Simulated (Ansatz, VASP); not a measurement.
# Two plane-wave programs on PtSe2

```xyz
3
Lattice="3.7427 0.0000 0.0000 -1.8714 3.2413 0.0000 0.0000 0.0000 4.7607" Properties=species:S:1:pos:R:3 pbc="T T T"
Pt    0.0000    0.0000    0.0000
Se    0.0000    2.1609    1.2590
Se    1.8714    1.0804    3.5017
```

Alike in both runs: functional LDA; k mesh 10 × 10 × 6; occupations fermi-dirac, width 0.1 eV; no spin polarisation.

Ansatz relaxed the structure, and its values are those at the end. VASP's run is a single point on that final structure, the one shown.

|  | VASP | Ansatz |
| --- | --- | --- |
| version | VASP 6.6.1 | Ansatz 0.2.0 |
| potentials or method | VASP PAW LDA potentials, release 64 (Pt, Se) | PAW with Ansatz's default frozen-core files, scalar-relativistic |
| plane-wave cutoff (eV) | 520 | 420 |
| valence electrons in the cell | 22 | 50 |

```tsv
	VASP	Ansatz	Ansatz less VASP
pressure (GPa)	0.4	0.0	-0.42
rms of the force components (eV/Å)	0.024	0.000	-0.0235
```

LDA's correlation is that of Perdew and Zunger in VASP and of Perdew and Wang (1992) in Ansatz. VASP's potentials hold 22 valence electrons a cell and Ansatz's 50, so a difference there can come from the potentials and not from the codes.

Spin-orbit coupling is off throughout.
